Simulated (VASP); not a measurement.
CdS, 4 atoms in the cell. It takes space group P6_3mc (No. 186, hexagonal). The conventional cell has a = 4.165 Å, b = 4.165 Å, c = 6.901 Å, α = 90.00°, β = 90.00°, γ = 120.00°. Within 3.4 Å of Cd (site symmetry 3m) lie 4 S at 2.56 to 2.57 Å. Within 3.4 Å of S (site symmetry 3m) lie 4 Cd at 2.56 to 2.57 Å.  This cell differs from its parent crystal: uniaxial z strain +2.0%.

* Program: VASP 6.6.1
* Task: single point
* Functional: PBE
* Potentials or basis: VASP PAW PBE potentials, release 64 (Cd, S)
* Cutoff: 520 eV
* k mesh: 6 × 6 × 2
* Occupations: gaussian, width 0.01 eV
* Spin: no spin polarisation
* Dipole correction: no
* Further INCAR settings: ALGO = Normal; EDIFF = 1e-07; NBANDS = 26

Potentials or basis: VASP PAW PBE potentials, release 64 (Cd, S).

Run with:

```bash
$ cat potpaw_PBE.64/Cd/POTCAR potpaw_PBE.64/S/POTCAR > POTCAR
$ mpirun -np 1 vasp_std > vasp.out
```

Hardware: 1 thread of Intel(R) Xeon(R) 6975P-C (Granite Rapids), on a shared host.

Task: Estimate the wall time of this run.

Result: It took 23 s on 1 thread of Intel(R) Xeon(R) 6975P-C (Granite Rapids), with other jobs on the host, peak memory 0.23 GiB. Counts: scf iterations 16, k points 14.
